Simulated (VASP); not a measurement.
**BaTiO3: single point with BLYP+D3(BJ)**

Crystal: BaTiO3.

```
CELL_PARAMETERS angstrom
3.97488 0.00000 0.00000
0.00000 2.85873 2.87338
0.00000 -2.85873 2.87338
ATOMIC_POSITIONS crystal
Ba 0.00000 0.00841 0.00841
Ti 0.50000 0.52268 0.52268
O 0.00000 0.49010 0.49010
O 0.50000 0.49340 0.98229
O 0.50000 0.98229 0.49340
```

```
Program             : VASP 6.6.1
Task                : single point
Functional          : BLYP
Dispersion          : D3(BJ)
Potentials or basis : VASP PAW PBE potentials, release 64 (Ba_sv, Ti_sv, O)
Cutoff              : 520 eV
k mesh              : 6 × 6 × 6
Occupations         : methfessel-paxton, width 0.01 eV
Spin                : no spin polarisation
```

The pressure is 1.9 GPa and the largest force is 0.132 eV/Å. The band gap on the k mesh is 2.19 eV (least direct gap 2.61 eV). The dispersion energy per atom is -0.602 eV.

Forces in eV/Å, atoms in the order of the input:
```
Ba   0.000  0.000 -0.039
Ti   0.000  0.000 -0.132
O    0.000  0.000  0.018
O    0.000 -0.062  0.077
O    0.000  0.062  0.077
```

Stress tensor (GPa, compression positive):
```
1.83 0.00 0.00
0.00 2.02 0.00
0.00 0.00 1.92
```

Levels at points of the mesh, in eV from the valence-band top:
| k point | band 16 | band 17 | band 18 | band 19 | band 20 | band 21 | band 22 | band 23 | band 24 | band 25 |
| --- | --- | --- | --- | --- | --- | --- | --- | --- | --- | --- |
| (0.00, 0.00, 0.00) | -1.30 | -1.10 | -0.53 | -0.50 | -0.42 | 2.19 | 2.41 | 2.48 | 4.24 | 4.29 |
| (0.50, 0.00, 0.00) | -2.09 | -1.65 | -1.52 | -1.17 | -1.03 | 2.57 | 3.58 | 3.77 | 4.22 | 5.79 |
| (0.00, 0.50, 0.00) | -1.84 | -1.79 | -1.65 | -0.94 | -0.77 | 2.40 | 3.64 | 3.66 | 4.23 | 5.96 |
| (0.50, 0.50, 0.00) | -2.57 | -1.66 | -0.93 | -0.90 | -0.08 | 3.68 | 3.69 | 4.03 | 4.74 | 7.53 |
| (0.00, 0.50, 0.50) | -2.61 | -1.58 | -0.91 | -0.83 | -0.26 | 3.63 | 3.68 | 3.95 | 5.02 | 7.42 |
| (0.50, 0.50, 0.50) | -2.38 | -2.36 | -0.18 | -0.02 | 0.00 | 4.15 | 4.19 | 4.30 | 6.54 | 6.72 |

It took 2.4 min on 1 thread of Intel(R) Xeon(R) Platinum 8488C (Sapphire Rapids), with other jobs on the host, peak memory 0.24 GiB.

Caveat: the PAW data sets were made with another functional, which shifts forces and pressure a little; spin-orbit coupling is left out, which moves the levels of the heavy elements. A k mesh can miss the band edges.
